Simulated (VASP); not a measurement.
Crystal: W.

```
W
1.0
     0.00000    2.06981    2.06981
     2.06981    0.00000    2.06981
     2.06981    2.06981    0.00000
W
1
Direct
  0.00000 0.00000 0.00000
```

Base run:

| Quantity | Value |
| --- | --- |
| Program | VASP 6.6.1 |
| Functional | PBEsol |
| Potentials or basis | VASP PAW PBE potentials, release 64 (W_sv) |
| Cutoff | 520 eV |
| k mesh | 11 × 11 × 11 |
| Occupations | fermi-dirac, width 0.05 eV |
| Spin | no spin polarisation |

Its results: band gap on the k mesh zero (band 7 reaches 11.59 eV, above the bottom of band 8 at 8.82 eV); pressure -25.5 GPa.

Task: After a change of settings the same cell gave: band gap on the k mesh zero (band 7 reaches 12.11 eV, above the bottom of band 8 at 8.38 eV); pressure -24.1 GPa. Which change was it?
A. functional from PBEsol to r2SCAN; further incar settings from ALGO = Normal; EDIFF = 1e-06; NBANDS = 13 to ALGO = Normal; EDIFF = 1e-07; NBANDS = 13
B. functional from PBEsol to r2SCAN
C. functional from PBEsol to PBE; further incar settings from ALGO = Normal; EDIFF = 1e-06; NBANDS = 13 to ALGO = Normal; EDIFF = 1e-07; NBANDS = 13
D. functional from PBEsol to PBE0; k mesh from 11 × 11 × 11 to 6 × 6 × 6

Result: D.

Caveats: some runs use coarse meshes; the PAW data sets were made with another functional, which shifts forces and pressure a little; spin-orbit coupling is left out, which moves the levels of the heavy elements.
